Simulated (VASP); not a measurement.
Input of a VASP 6.6.1 run:

Contents of INCAR:

```
SYSTEM = H3C18N
PREC = Accurate
ENCUT = 520
EDIFF = 1E-7
ISMEAR = 0
SIGMA = 0.05
LREAL = Auto
LASPH = .True.
NELM = 60
ALGO = Normal
ISIF = 2
LWAVE = .False.
LCHARG = .False.
GGA = PE
IVDW = 12
NBANDS = 57
```

KPOINTS

```
regular mesh
0
Gamma
  2 2 1
  0 0 0
```

Contents of POSCAR:

```
H3C18N
1.0
    7.3980000000      0.0000000000      0.0000000000
   -3.6990000000      6.4068560000      0.0000000000
    0.0000000000      0.0000000000     12.0000000000
C N H
18 1 3
Direct
    0.0020691713     -0.0048908544      0.0579320000
    0.2215916155      0.1048490867      0.0582571667
   -0.0000270247      0.3264733904      0.0582750000
    0.2237466181      0.4383994271      0.0583386667
    0.0001819121      0.6619931836      0.0578138333
    0.2235727028      0.7736541917      0.0582509167
    0.3333309042     -0.0067769589      0.0583743333
    0.5571115496      0.1050498091      0.0583989167
    0.3334902055      0.3285981455      0.0583817500
    0.5568847605      0.4403304835      0.0581822500
    0.3354803947      0.6617756041      0.0583085833
    0.5550322179      0.7715999860      0.0581323333
    0.6669161454     -0.0046973118      0.0582525833
    0.8902020880      0.1069310751      0.0581818333
    0.6687747056      0.3283877459      0.0582473333
    0.8883225562      0.4381679563      0.0581016667
    0.6666996755      0.6599519327      0.0577731667
    0.8904473003      0.7718426948      0.0575167500
    0.8369849554      0.6976982158      0.3349861667
    0.8285442659      0.6386094833      0.4130077500
    0.7095777732      0.5868397854      0.2927382500
    0.9633683400      0.7024236224      0.2975482500
```

Potentials or basis: VASP PAW PBE potentials, release 64 (C, N, H).

Run with:

```sh
$ cat potpaw_PBE.64/C/POTCAR potpaw_PBE.64/N/POTCAR potpaw_PBE.64/H/POTCAR > POTCAR
$ mpirun -np 1 vasp_std > vasp.out
```

Q: Estimate the dispersion energy per atom.

A: -0.080 eV.

Q: What does it give for the band gap on the k mesh?

A: 0.21 eV, direct.

Q: What does it give for the largest force?

A: 0.070 eV/Å.

Forces in eV/Å, atoms in the order of the input:
```
C   -0.007  0.000  0.001
C    0.005  0.010  0.002
C    0.006  0.007  0.002
C    0.000 -0.001  0.001
C    0.002 -0.001  0.003
C    0.001 -0.005 -0.001
C   -0.005  0.003 -0.001
C   -0.003  0.003 -0.002
C    0.003  0.000 -0.001
C   -0.003 -0.008 -0.001
C    0.001 -0.005  0.001
C    0.002  0.003  0.004
C    0.002 -0.005 -0.006
C    0.003 -0.002  0.007
C   -0.014  0.005  0.000
C    0.003  0.003  0.001
C    0.006  0.003  0.002
C   -0.002 -0.006  0.000
N    0.032 -0.062 -0.002
H   -0.011  0.019  0.004
H   -0.015  0.016 -0.007
H   -0.004  0.023 -0.007
```

Caveat: the k points lie up to 0.49 Å⁻¹ apart.
